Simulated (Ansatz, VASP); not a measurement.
## ZnCu: VASP beside Ansatz

File INCAR:

```
  PREC = Accurate
  ENCUT = 520
  EDIFF = 1E-7
  ISMEAR = 0
  SIGMA = 0.1
  LREAL = F
  LASPH = T
  NELM = 100
  ALGO = Normal
  ISIF = 2
  LWAVE = F
  LCHARG = F
  GGA = PE
  NBANDS = 18
```

Contents of KPOINTS:

```
Automatic mesh
0
Gamma
  6 6 6
```

File POSCAR:

```
ZnCu
1.0
    2.9205539200      0.0000000000      0.0000000000
    0.0000000000      2.9205539200      0.0000000000
    0.0000000000      0.0000000000      2.9205539200
Zn Cu
1 1
Direct
    0.4832822862      0.5016312487      0.5067246389
   -0.0058827846      0.0165460292      0.0145372818
```

Input for Ansatz:

```yaml
crystal:
  lattice:
    - [2.92055392, 0.0, 0.0]
    - [0.0, 2.92055392, 0.0]
    - [0.0, 0.0, 2.92055392]
  atoms:
    - { symbol: Zn, position: [0.4832822862, 0.5016312487, 0.5067246389] }
    - { symbol: Cu, position: [-0.0058827846, 0.0165460292, 0.0145372818] }
basis:
  ecutwfc: 420
kpoints:
  mp_grid: { grid: [6, 6, 6] }
hamiltonian:
  xc: pbe
scf:
  occupations: { method: gaussian, width: 0.1 }
output:
  forces: true
  stress: true
  eigenvalues: true
```

Alike in both runs: task single point; functional PBE; k mesh 6 × 6 × 6; occupations gaussian, width 0.1 eV; no spin polarisation.

```csv
,VASP,Ansatz
version,VASP 6.6.1,Ansatz 0.2.0
potentials or method,"VASP PAW PBE potentials, release 64 (Zn, Cu), cutoff 520 eV","scalar-relativistic, plane waves, PAW"
valence electrons in the cell,23,31
```

VASP gave:

```
gap on the k mesh at the Fermi level (eV)                     : none
pressure (GPa)                                                : 7.0
traceless stress, the component that is largest in VASP (GPa) : 0.19
rms of the force components (eV/Å)                            : 0.172
```

Task: What did Ansatz give for the same quantities?

Result: gap on the k mesh at the Fermi level (eV): none; pressure (GPa): 6.4; traceless stress, the component that is largest in VASP (GPa): 0.19; rms of the force components (eV/Å): 0.170.

Atom by atom the forces differ by 0.003 eV/Å (rms over components). A gap of «none» marks a metal or a gap that the smearing closes. The functional is the same, so the differences come from potentials, cutoffs and numerics. VASP's potentials hold 23 valence electrons a cell and Ansatz's 31, so a difference there can come from the potentials and not from the codes.
